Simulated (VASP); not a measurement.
Wanted: the native input for a VASP 6.6.1 run.

```
Task                   : single point
Functional             : LDA
Potentials or basis    : VASP PAW LDA potentials, release 64 (Pt)
Cutoff                 : 520 eV
k mesh                 : 9 × 9 × 17
Occupations            : gaussian, width 0.1 eV
Spin                   : no spin polarisation
Dipole correction      : no
Further INCAR settings : ALGO = Fast; EDIFF = 1e-06; NBANDS = 17
```

The structure of Pt lies in POSCAR:

```
Pt
1.0
    3.8540230007      0.0000000000      0.0000549986
    0.0000000000      3.8540230011      0.0000000000
   -1.9269833735      0.0000000000      1.9734956961
Pt
2
Direct
    0.0000000000      0.0000000000      0.0000000000
    0.5000000000      0.5000000000      0.0000000000
```

One way to write it, as run:

INCAR

```
PREC     = Accurate       # precision mode
ENCUT    = 520            # plane-wave cutoff, eV
EDIFF    = 1E-6           # SCF threshold, eV
ISMEAR   = 0              # smearing method
SIGMA    = 0.1            # smearing width, eV
LREAL    = F              # projectors in reciprocal space
LASPH    = T              # aspherical terms in the spheres
NELM     = 100            # most SCF steps
ALGO     = Fast           # electronic algorithm
ISIF     = 2              # what is computed and relaxed
LWAVE    = F              # write WAVECAR
LCHARG   = F              # write CHGCAR
GGA      = CA             # functional
NBANDS   = 17             # bands
```

KPOINTS

```
Automatic mesh
0
Gamma
  9 9 17
```

Potentials or basis: VASP PAW LDA potentials, release 64 (Pt).

Run with:

```sh
$ cat potpaw_LDA.64/Pt/POTCAR > POTCAR
$ mpirun -np 1 vasp_std > vasp.out
```

It gave:

```
Pressure               : 2.9 GPa
Band gap on the k mesh : zero (band 10 reaches 12.36 eV, above the bottom of band 11 at 10.60 eV)
```

Caveat: spin-orbit coupling is left out, which moves the levels of the heavy elements.

Run time: 110 s on 1 thread of Intel(R) Xeon(R) Platinum 8488C (Sapphire Rapids), on a shared host, peak memory 0.27 GiB.
